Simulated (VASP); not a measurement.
# Ba: electric field gradients with PBE

The system is Ba.

```
CELL_PARAMETERS angstrom
-2.50000 2.50000 2.50000
2.50000 -2.50000 2.50000
2.50000 2.50000 -2.50000
ATOMIC_POSITIONS crystal
Ba 0.00000 0.00000 0.00000
```

```yaml
Program: VASP 6.6.1
Task: electric field gradients
Functional: PBE
Potentials_or_basis: VASP PAW PBE potentials, release 64 (Ba_sv)
Cutoff: 520 eV
k_mesh: 10 × 10 × 10
Occupations: fermi-dirac, width 0.05 eV
Spin: no spin polarisation
Dipole_correction: no
Further_INCAR_settings: ALGO = Normal; EDIFF = 1e-08; NBANDS = 11
```

The pressure is 0.2 GPa and the band gap on the k mesh is zero (band 5 reaches 2.01 eV, above the bottom of band 6 at 1.12 eV).

Levels at points of the mesh, in eV from the Fermi level:
```tsv
k point	band 2	band 3	band 4	band 5	band 6	band 7	band 8	band 9
(0.00, 0.00, 0.00)	-13.80	-13.80	-13.80	-2.74	1.85	1.85	1.85	3.26
(0.50, 0.00, 0.00)	-14.28	-13.96	-13.81	-0.88	0.70	1.28	3.24	3.82
(0.50, 0.50, 0.50)	-14.13	-14.13	-14.13	-0.54	-0.54	4.41	4.41	4.41
```

It took 24 s on 1 thread of Intel Xeon 6975P-C (shared host), peak memory 0.19 GiB.

Caveat: without QUAD_EFG the Cq values of the log hold for a quadrupole moment of 1 mb, not for the nuclei; spin-orbit coupling is left out, which moves the levels of the heavy elements.
